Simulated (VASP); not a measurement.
**Hg: single point with PBE**

Crystal: Hg.

```
Hg
1.0
     5.42510    0.00000    0.00000
    -2.71255    4.69827    0.00000
     0.00000    0.00000    3.14218
Hg
2
Cartesian
  0.0000 3.1322 1.5711
  2.7125 1.5661 1.5711
```

The cell was built from a structure type or drawn by symmetry, and may not be a known phase.

```yaml
Program: VASP 6.6.1
Task: single point
Functional: PBE
Potentials_or_basis: VASP PAW PBE potentials, release 64 (Hg)
Cutoff: 520 eV
k_mesh: 12 × 12 × 18
Occupations: gaussian, width 0.1 eV
Spin: no spin polarisation
```

The pressure is 0.1 GPa and the band gap on the k mesh is zero (bands 12 and 13 overlap by 1.61 eV).

Levels at points of the mesh, in eV from the Fermi level:
```
           k point  band 10  band 11  band 12  band 13  band 14  band 15
(0.00, 0.00, 0.00)    -5.93    -5.93    -0.94     1.73     1.73     4.69
(0.50, 0.00, 0.00)    -5.90    -4.95    -3.99     0.48     2.02     7.55
(0.00, 0.00, 0.50)    -5.46    -2.61    -0.62     2.33     3.83     4.60
(0.50, 0.00, 0.50)    -5.67    -1.72    -0.76     0.62     1.90     3.34
```

Wall time 87 s on 1 thread of AMD EPYC 9R45 96-Core Processor (Zen 5) (shared host), peak memory 0.33 GiB.

Caveat: spin-orbit coupling is left out, which moves the levels of the heavy elements.
